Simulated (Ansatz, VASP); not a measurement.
**Ba3Ge in VASP and in Ansatz**

```
CELL_PARAMETERS angstrom
5.43148 0.00000 0.00000
0.00000 5.43148 0.00000
0.00000 0.00000 5.43148
ATOMIC_POSITIONS crystal
Ba 0.00000 0.50000 0.50000
Ba 0.50000 0.00000 0.50000
Ba 0.50000 0.50000 0.00000
Ge 0.00000 0.00000 0.00000
```

Alike in both runs: functional PBE; k mesh 8 × 8 × 8; occupations gaussian, width 0.1 eV; no spin polarisation.

Ansatz relaxed the structure, and its values are those at the end. VASP's run is a single point on that final structure, the one shown.

|  | VASP | Ansatz |
| --- | --- | --- |
| version | VASP 6.6.1 | Ansatz 0.2.0 |
| potentials or method | VASP PAW PBE potentials, release 64 (Ba_sv, Ge_d), cutoff 520 eV | scalar-relativistic, plane waves, PAW |
| valence electrons in the cell | 44 | 44 |

```tsv
	VASP	Ansatz	Ansatz less VASP
gap on the k mesh at the Fermi level (eV)	none	none	-
pressure (GPa)	0.4	0.0	-0.36
```

A gap of «none» marks a metal or a gap that the smearing closes. The functional is the same, so the differences come from potentials, cutoffs and numerics.

Neither program's run includes spin-orbit coupling.
